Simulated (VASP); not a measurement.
Wanted: the native input for a VASP 6.6.1 run.

- Task: relaxation of cell and atoms
- Functional: PBE
- Potentials or basis: VASP PAW PBE potentials, release 64 (Mg, Sn_d, O)
- Cutoff: 600 eV
- k mesh: 12 × 12 × 16
- Occupations: gaussian, width 0.1 eV
- Spin: no spin polarisation
- Dipole correction: no
- Further INCAR settings: ALGO = Normal; EDIFF = 1e-06; IBRION = 2; EDIFFG = -0.01; NSW = 100; ISIF = 3

The structure of MgSnO2 lies in POSCAR:

```
MgSnO2
1.0
    4.2903163754      0.0000000000      0.0000000000
    0.0000000000      4.2903163754      0.0000000000
    0.0000000000      0.0000000000      2.9913172033
Mg Sn O
1 1 2
Direct
    0.5000000000      0.5000000000      0.5000000000
    0.0000000000      0.0000000000      0.0000000000
    0.5000000000      0.0000000000      0.0000000000
    0.0000000000      0.5000000000      0.0000000000
```

One way to write it, as run:

INCAR

```
SYSTEM = MgSnO2
  PREC = Accurate
  ENCUT = 600
  EDIFF = 1E-6
  ISMEAR = 0
  SIGMA = 0.1
  LREAL = .FALSE.
  LASPH = .TRUE.
  NELM = 60
  ALGO = Normal
  ISIF = 3
  LWAVE = .FALSE.
  LCHARG = .FALSE.
  GGA = PE
  IBRION = 2
  NSW = 100
  EDIFFG = -0.01
```

KPOINTS

```
Automatic mesh
0
G
  12 12 16
  0 0 0
```

Potentials or basis: VASP PAW PBE potentials, release 64 (Mg, Sn_d, O).

The run is started by

```console
$ cat potpaw_PBE.64/Mg/POTCAR potpaw_PBE.64/Sn_d/POTCAR potpaw_PBE.64/O/POTCAR > POTCAR
$ mpirun -np 1 vasp_std > vasp.out
```

Results of the run:

The relaxed volume is 13.82 Å³/atom. The relaxed cell is a = 4.293 Å, b = 4.293 Å, c = 2.999 Å, α = 90.00°, β = 90.00°, γ = 90.00° and the space group after relaxing (to 0.05 Å) is P4/mmm (No. 123). The energy gained by relaxing is 0.1 meV/atom. The ionic steps are 5. The pressure after relaxing is 0.0 GPa and the band gap on the k mesh is zero (band 14 reaches 8.01 eV, above the bottom of band 15 at 6.30 eV).

Caveat: spin-orbit coupling is left out, which moves the levels of the heavy elements.

Run time: 10 min on 1 thread of Oxide Virtual Turin-like Processor, on a shared host, peak memory 0.42 GiB.
